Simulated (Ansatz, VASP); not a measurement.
**Cu: VASP beside Ansatz**

The input INCAR:

```
ALGO = Normal
EDIFF = 1E-7
EDIFFG = -0.005
ENCUT = 600
GGA = PE
IBRION = 2
ISIF = 3
ISMEAR = -1
LASPH = True
LCHARG = False
LREAL = False
LWAVE = False
NELM = 100
NSW = 45
PREC = Accurate
SIGMA = 0.05
```

Contents of KPOINTS:

```
k-points
0
Gamma
  20 20 20
```

File POSCAR:

```
Cu
1.0
   -1.4424177744      1.4424177744      1.4424177744
    1.4424177744     -1.4424177744      1.4424177744
    1.4424177744      1.4424177744     -1.4424177744
Cu
1
Direct
    0.0000000000      0.0000000000      0.0000000000
```

Input for Ansatz:

```yaml
crystal:
  lattice:
    - [-1.4424177744, 1.4424177744, 1.4424177744]
    - [1.4424177744, -1.4424177744, 1.4424177744]
    - [1.4424177744, 1.4424177744, -1.4424177744]
  atoms:
    - { symbol: Cu, position: [0.0, 0.0, 0.0] }
kpoints:
  mp_grid: { grid: [20, 20, 20] }
scf:
  occupations: { method: fermi_dirac, width: 0.05 }
hamiltonian:
  xc: pbe
  pseudopotentials: { kind: all_electron, lapw: { basis_error: 0.0005 } }
output:
  forces: true
  stress: true
  eigenvalues: true
  populations: true
relax:
  f_tol: 0.005
  max_steps: 25
  cell: {}
```

Alike in both runs: task relaxation of cell and atoms; functional PBE; k mesh 20 × 20 × 20; occupations fermi-dirac, width 0.05 eV; no spin polarisation.

|  | VASP | Ansatz |
| --- | --- | --- |
| version | VASP 6.6.1 | Ansatz 0.2.0 |
| potentials or method | VASP PAW PBE potentials, release 64 (Cu), cutoff 600 eV | all-electron LAPW, scalar-relativistic |

Ansatz gave:

```
relaxed volume (Å³/atom)                                     : 12.00
relaxed cell length with the largest relative difference (Å) : 2.498
```

Task: Which values does VASP return?

Result: Relaxed volume (Å³/atom): 12.06; relaxed cell length with the largest relative difference (Å): 2.502.

Ansatz ran all-electron here, and VASP with PAW potentials.
